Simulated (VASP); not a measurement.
# InPd (Pm-3m) in VASP: relaxation of cell and atoms with r2SCAN

Aim: the relaxation of cell and atoms of InPd with r2SCAN.

Everything below comes from runs of VASP 6.6.1. Logs are shortened: lines on timing, memory, paths and dates and some standing lists are left out, and cuts for length are marked.

## (1) The cell of the first run

Symmetry: Pm-3m, No. 221, cubic system. Conventional cell: a = 3.272 Å, b = 3.272 Å, c = 3.272 Å, α = 90.00°, β = 90.00°, γ = 90.00°. In (site symmetry m-3m) has 8 Pd at 2.83 Å and 6 In at 3.27 Å within 3.7 Å. Pd (site symmetry m-3m) has 8 In at 2.83 Å and 6 Pd at 3.27 Å within 3.7 Å.

## (2) Relaxation of cell and atoms, r2SCAN

Input file POSCAR:

```
InPd
1.0
    3.2718847800      0.0000000000      0.0000000000
    0.0000000000      3.2718847800      0.0000000000
    0.0000000000      0.0000000000      3.2718847800
In Pd
1 1
Direct
    0.0000000000      0.0000000000      0.0000000000
    0.5000000000      0.5000000000      0.5000000000
```

Input file INCAR.step1:

```
SYSTEM = InPd
ALGO = Normal ; EDIFF = 1E-4
ENCUT = 600 ; GGA = PE
ISMEAR = 0 ; LASPH = .TRUE.
LCHARG = .FALSE. ; LREAL = .FALSE.
LWAVE = .TRUE. ; NELM = 60
PREC = Accurate ; SIGMA = 0.005
```

Input file INCAR.step2:

```
SYSTEM = InPd
ALGO = Normal ; EDIFF = 1E-6
EDIFFG = -0.002 ; ENCUT = 600
IBRION = 2 ; ISIF = 3
ISMEAR = 0 ; ISTART = 1
LASPH = .TRUE. ; LCHARG = .FALSE.
LMIXTAU = .TRUE. ; LREAL = .FALSE.
LWAVE = .FALSE. ; METAGGA = R2SCAN
NELM = 60 ; NSW = 100
PREC = Accurate ; SIGMA = 0.005
```

Input file KPOINTS:

```
k-points
0
G
  14 14 14
  0 0 0
```

Potentials or basis: VASP PAW PBE potentials, release 64 (In_d, Pd).

Command:

```sh
$ cat potpaw_PBE.64/In_d/POTCAR potpaw_PBE.64/Pd/POTCAR > POTCAR
$ cp INCAR.step1 INCAR
$ mpirun -np 1 vasp_std > vasp.out
$ cp INCAR.step2 INCAR
$ mpirun -np 1 vasp_std > vasp.out
```

OUTCAR:

```text
SYSTEM = InPd
   EDIFF = 1E-6
   EDIFFG = -0.002
   ENCUT = 600
   IBRION = 2
   ISIF = 3
   ISMEAR = 0
   ISTART = 1
   LASPH = .TRUE.
   LREAL = .FALSE.
   METAGGA = R2SCAN
   NELM = 60
   NSW = 100
   PREC = Accurate

 ion  position               nearest neighbor table
   1  0.000  0.000  0.000-   2 2.83   2 2.83   2 2.83   2 2.83   2 2.83   2 2.83   2 2.83   2 2.83

   2  0.500  0.500  0.500-   1 2.83   1 2.83   1 2.83   1 2.83   1 2.83   1 2.83   1 2.83   1 2.83

  LATTYP: Found a simple cubic cell.
 ALAT       =     3.2718847800

  Lattice vectors:

 A1 = (   3.2718847800,   0.0000000000,   0.0000000000)
 A2 = (   0.0000000000,   3.2718847800,   0.0000000000)
 A3 = (   0.0000000000,   0.0000000000,   3.2718847800)

Analysis of symmetry for initial positions (statically):
=====================================================================
 Subroutine PRICEL returns:
 Original cell was already a primitive cell.

 Routine SETGRP: Setting up the symmetry group for a
 simple cubic supercell.

 Subroutine GETGRP returns: Found 48 space group operations
 (whereof 48 operations were pure point group operations)
 out of a pool of 48 trial point group operations.

The static configuration has the point symmetry O_h .

Analysis of symmetry for dynamics (positions and initial velocities):
=====================================================================
 Subroutine PRICEL returns:
 Original cell was already a primitive cell.

 Routine SETGRP: Setting up the symmetry group for a
 simple cubic supercell.

 Subroutine GETGRP returns: Found 48 space group operations
 (whereof 48 operations were pure point group operations)
 out of a pool of 48 trial point group operations.

The dynamic configuration has the point symmetry O_h .

 Subroutine INISYM returns: Found 48 space group operations
 (whereof 48 operations are pure point group operations),
 and found     1 'primitive' translations

----------------------------------------------------------------------------------------

                                     Primitive cell

  volume of cell :      35.0263

  direct lattice vectors                    reciprocal lattice vectors
     3.271884780  0.000000000  0.000000000     0.305634234  0.000000000  0.000000000
     0.000000000  3.271884780  0.000000000     0.000000000  0.305634234  0.000000000
     0.000000000  0.000000000  3.271884780     0.000000000  0.000000000  0.305634234

  length of vectors
     3.271884780  3.271884780  3.271884780     0.305634234  0.305634234  0.305634234

  position of ions in fractional coordinates (direct lattice)
     0.000000000  0.000000000  0.000000000
     0.500000000  0.500000000  0.500000000

  ion indices of the primitive-cell ions
   primitive index   ion index
                 1           1
                 2           2

----------------------------------------------------------------------------------------

 KPOINTS: k-points

Automatic generation of k-mesh.
 Grid dimensions read from file:
 generate k-points for:   14   14   14

 Generating k-lattice:

  Cartesian coordinates                     Fractional coordinates (reciprocal lattice)
     0.021831017  0.000000000  0.000000000     0.071428571  0.000000000  0.000000000
     0.000000000  0.021831017  0.000000000     0.000000000  0.071428571  0.000000000
     0.000000000  0.000000000  0.021831017     0.000000000  0.000000000  0.071428571

  Length of vectors
     0.021831017  0.021831017  0.021831017

  Shift w.r.t. Gamma in fractional coordinates (k-lattice)
     0.000000000  0.000000000  0.000000000

 Subroutine IBZKPT returns following result:
 ===========================================

 Found    120 irreducible k-points:

 Following reciprocal coordinates:
            Coordinates               Weight
  0.000000  0.000000  0.000000      1.000000
  0.071429  0.000000  0.000000      6.000000
  0.142857  0.000000  0.000000      6.000000
  0.214286  0.000000  0.000000      6.000000
  0.285714  0.000000  0.000000      6.000000
  0.357143  0.000000  0.000000      6.000000
[... 16 lines left out ...]
  0.285714  0.214286  0.000000     24.000000
  0.357143  0.214286  0.000000     24.000000
 [... further k-points ...]
   k-points           NKPTS =    120   k-points in BZ     NKDIM =    120   number of bands    NBANDS=     15
   number of dos      NEDOS =    301   number of ions     NIONS =      2
   total plane-waves  NPLWV =  21952
   dimension x,y,z NGX =    28 NGY =   28 NGZ =   28
   dimension x,y,z NGXF=    56 NGYF=   56 NGZF=   56
   ions per type =               1   1
   NGX,Y,Z   is equivalent  to a cutoff of  14.23, 14.23, 14.23 a.u.
   NGXF,Y,Z  is equivalent  to a cutoff of  28.45, 28.45, 28.45 a.u.
 SYSTEM =  InPd
   PREC   = accura    normal or accurate (medium, high low for compatibility)
   ISTART =      1    job   : 0-new  1-cont  2-samecut
   ICHARG =      0    charge: 1-file 2-atom 10-const
   ISPIN  =      1    spin polarized calculation?
   LNONCOLLINEAR =      F non collinear calculations
   LSORBIT =      F    spin-orbit coupling
   LASPH  =      T    aspherical Exc in radial PAW
   ENCUT  =  600.0 eV  44.10 Ry    6.64 a.u.   6.53  6.53  6.53*2*pi/ulx,y,z
   NELM   =     60;   NELMIN=  2; NELMDL=  0     # of ELM steps
   EDIFF  = 0.1E-05   stopping-criterion for ELM
   LREAL  =      F    real-space projection
   EDIFFG = -.2E-02   stopping-criterion for IOM
   NSW    =    100    number of steps for IOM
   IBRION =      2    ionic relax: 0-MD 1-quasi-New 2-CG
   NFREE  =      1    steps in history (QN), initial steepest desc. (CG)
   ISIF   =      3    stress and relaxation
   ISYM   =      2    0-nonsym 1-usesym 2-fastsym
   POTIM  = 0.5000    time-step for ionic-motion
   TEBEG  =    0.0;   TEEND  =   0.0 temperature during run
   PSTRESS=    0.0 pullay stress
   NELECT =      23.0000    total number of electrons
   NUPDOWN=      -1.0000    fix difference up-down
   EMIN   =  10.00;   EMAX   =-10.00  energy-range for DOS
   EFERMI =   0.00;   METHOD = LEGACY
   ISMEAR =     0;   SIGMA  =   0.01  broadening in eV -4-tet -1-fermi 0-gaus
   EFERMI_NEDOS =   21; number of points for ismear=-14 and -15
   IALGO  =     38    algorithm
   IMIX   =      4    mixing-type and parameters
     AMIX     =   0.40;   BMIX     =  1.00
     AMIX_MAG =   1.60;   BMIX_MAG =  1.00
  volume/ion in A,a.u.               =      17.51       118.18
  Fermi-wavevector in a.u.,A,eV,Ry     =   1.422938  2.688964 27.548447  2.024754
  Thomas-Fermi vector in A             =   2.543589
   LORBIT       =      0    0 simple, 1 ext, 2 COOP (PROOUT), +10 PAW based schemes
   METAGGA = R2SCAN    functional components
   LHFCALC =     F    Hartree Fock is set to
   AEXX    =    0.0000 exact exchange contribution
   IVDW    =     0    specifies the selected vdW correction
   LEPSILON=     F    determine dielectric tensor
   LRPA    =     F    only Hartree local field effects (RPA)
 conjugate gradient relaxation of ions
 non-spin polarized calculation
 Gauss-broadening in eV      SIGMA  =   0.01
  energy-cutoff  :      600.00
  volume of cell :       35.03
 maximum number of plane-waves:      1193
 NGX is ok and might be reduce to    28
   NGX = 13   NGY = 13   NGZ = 13

--------------------------------------- Ionic step        1  -------------------------------------------

 number of electron      23.0000010 magnetization

 Free energy of the ion-electron system (eV)
  ---------------------------------------------------
  ext. energy  EPLUGINS =         0.00000000
  ---------------------------------------------------
  free energy    TOTEN  =       -46.64435216 eV

  energy without entropy =      -46.64432763  energy(sigma->0) =      -46.64433990

------------------------ aborting loop because EDIFF is reached ----------------------------------------

  FORCE on cell =-STRESS in cart. coord.  units (eV):
  Direction    XX          YY          ZZ          XY          YZ          ZX
  --------------------------------------------------------------------------------------
  -------------------------------------------------------------------------------------
  Total       -0.0088218     -0.0088218     -0.0088218      0.0000000      0.0000000     -0.0000000
  in kB       -0.4035288     -0.4035288     -0.4035288      0.0000000      0.0000000     -0.0000000
  external PRESSURE =      -0.4035288 kB  Pullay stress =       0.0000000 kB
[... 57 lines left out ...]
  energy  without entropy=      -46.6443264512  energy(sigma->0) =      -46.64433872

--------------------------------------- Ionic step        3  -------------------------------------------

 number of electron      23.0000010 magnetization

 Free energy of the ion-electron system (eV)
  ---------------------------------------------------
  ext. energy  EPLUGINS =         0.00000000
  ---------------------------------------------------
  free energy    TOTEN  =       -46.64435395 eV

  energy without entropy =      -46.64432941  energy(sigma->0) =      -46.64434168

 E-fermi :  10.5152     XC(G=0): -13.2472

 val. band max:       10.5148744616   @ k =   0.2857   0.0714   0.0000
 cond. band min:      10.5721608211   @ k =   0.4286   0.3571   0.2143
 fundamental gap:      0.0572863595
 Fermi energy:        10.5152443968

 k-point     1 :       0.0000    0.0000    0.0000
  band No.  band energies     occupation
      1      -5.1603      2.00000
      2      -5.1603      2.00000
      3      -4.7357      2.00000
      4      -4.7357      2.00000
      5      -4.7357      2.00000
      6      -0.0464      2.00000
      7       6.4034      2.00000
      8       6.4034      2.00000
      9       8.0233      2.00000
     10       8.0233      2.00000
     11       8.0233      2.00000
     12      14.9148      0.00000
     13      14.9148      0.00000
     14      14.9148      0.00000
     15      20.5341      0.00000
[... 397 lines left out ...]
 k-point    24 :       0.3571    0.2143    0.0000
  band No.  band energies     occupation
      1      -5.0325      2.00000
      2      -4.9203      2.00000
      3      -4.8370      2.00000
      4      -4.7808      2.00000
      5      -4.7722      2.00000
      6       2.6328      2.00000
      7       5.8744      2.00000
      8       6.7245      2.00000
      9       7.1952      2.00000
     10       7.3192      2.00000
     11       7.8013      2.00000
     12      10.0732      2.00000
     13      14.2246      0.00000
     14      18.7782      0.00000
     15      19.0489      0.00000

 [... further k-points ...]

------------------------ aborting loop because EDIFF is reached ----------------------------------------

  FORCE on cell =-STRESS in cart. coord.  units (eV):
  Direction    XX          YY          ZZ          XY          YZ          ZX
  --------------------------------------------------------------------------------------
  -------------------------------------------------------------------------------------
  Total        0.0002022      0.0002022      0.0002022      0.0000000      0.0000000     -0.0000000
  in kB        0.0092519      0.0092519      0.0092519      0.0000000      0.0000000     -0.0000000
  external PRESSURE =       0.0092519 kB  Pullay stress =       0.0000000 kB
[... 17 lines left out ...]
  FREE ENERGIE OF THE ION-ELECTRON SYSTEM (eV)
  ---------------------------------------------------
  free  energy   TOTEN  =       -46.6443539460 eV

  energy  without entropy=      -46.6443294077  energy(sigma->0) =      -46.64434168

 reached required accuracy - stopping structural energy minimisation
```

Wall time 5.2 min (1 thread of AMD EPYC 9R45 (Zen 5), shared host); peak memory 0.2 GiB.

What came out:

- Free energy: -46.6444 eV
- Relaxed volume: 17.51 Å³/atom
- Relaxed cell: a = 3.272 Å, b = 3.272 Å, c = 3.272 Å, α = 90.00°, β = 90.00°, γ = 90.00°
- Space group after relaxing (to 0.05 Å): Pm-3m (No. 221)
- Energy gained by relaxing: 0.0 meV/atom
- Ionic steps: 3
- Pressure after relaxing: 0.0 GPa

Final structure:
```cif
data_structure
_symmetry_space_group_name_H-M 'P 1'
_symmetry_Int_Tables_number 1
_cell_length_a 3.2717
_cell_length_b 3.2717
_cell_length_c 3.2717
_cell_angle_alpha 90.000
_cell_angle_beta 90.000
_cell_angle_gamma 90.000
_cell_volume 35.02
loop_
_atom_site_label
_atom_site_type_symbol
_atom_site_fract_x
_atom_site_fract_y
_atom_site_fract_z
_atom_site_occupancy
In1 In 0.00000 0.00000 0.00000 1
Pd1 Pd 0.50000 0.50000 0.50000 1
```

Caveat: the PAW data sets were made with another functional, which shifts forces and pressure a little; spin-orbit coupling is left out, which moves the levels of the heavy elements.
